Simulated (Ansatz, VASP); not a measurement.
# Y in VASP and in Ansatz

The input INCAR:

```
SYSTEM = Y
  ALGO = Normal
  EDIFF = 1E-8
  ENCUT = 520
  GGA = PE
  ISIF = 2
  ISMEAR = -1
  LASPH = .True.
  LCHARG = .False.
  LEFG = .True.
  LREAL = .False.
  LWAVE = .False.
  NBANDS = 18
  NELM = 60
  PREC = Accurate
  SIGMA = 0.08
```

KPOINTS

```
k-points
0
Gamma
  12 12 7
  0 0 0
```

Contents of POSCAR:

```
Y
1.0
    3.6021486032      0.0000000000      0.0000000000
   -1.8010743015      3.1195521985      0.0000000000
    0.0000000000      0.0000000000      5.6697229104
Y
2
Direct
    0.3333333333      0.6666666667      0.2500000000
    0.6666666667      0.3333333333      0.7500000000
```

Input for Ansatz:

```yaml
crystal:
  lattice:
    - [3.6021486032, 0.0, 0.0]
    - [-1.8010743015, 3.1195521985, 0.0]
    - [0.0, 0.0, 5.6697229104]
  atoms:
    - { symbol: "Y", position: [0.3333333333, 0.6666666667, 0.25] }
    - { symbol: "Y", position: [0.6666666667, 0.3333333333, 0.75] }
kpoints:
  mp_grid: { grid: [12, 12, 7] }
scf:
  occupations: { method: fermi_dirac, width: 0.08 }
hamiltonian:
  xc: pbe
  pseudopotentials: { kind: paw }
output:
  forces: true
  stress: true
  eigenvalues: true
  efg: { contact_densities: true }
  write_density: true
  write_potential: true
  elf: true
  volumetric_format: npy
```

Change from the starting cell: volume scaled by 0.96, PAW files.

Alike in both runs: task electric field gradients; functional PBE; k mesh 12 × 12 × 7; occupations fermi-dirac, width 0.08 eV; no spin polarisation.

```csv
,VASP,Ansatz
version,VASP 6.6.1,Ansatz 0.2.0
potentials or method,"VASP PAW PBE potentials, release 64 (Y_sv)","PAW with Ansatz's default frozen-core files, scalar-relativistic"
plane-wave cutoff (eV),520,420
valence electrons in the cell,22,22
```

|  | VASP | Ansatz | Ansatz less VASP |
| --- | --- | --- | --- |
| pressure (GPa) | 1.3 | 1.4 | +0.12 |
| traceless stress, the component that is largest in VASP (GPa) | -0.35 | -0.35 | -0.005 |
| size of Vzz on the site where it differs most (V/Å²) | 27.6 | 29.2 | +1.59 |
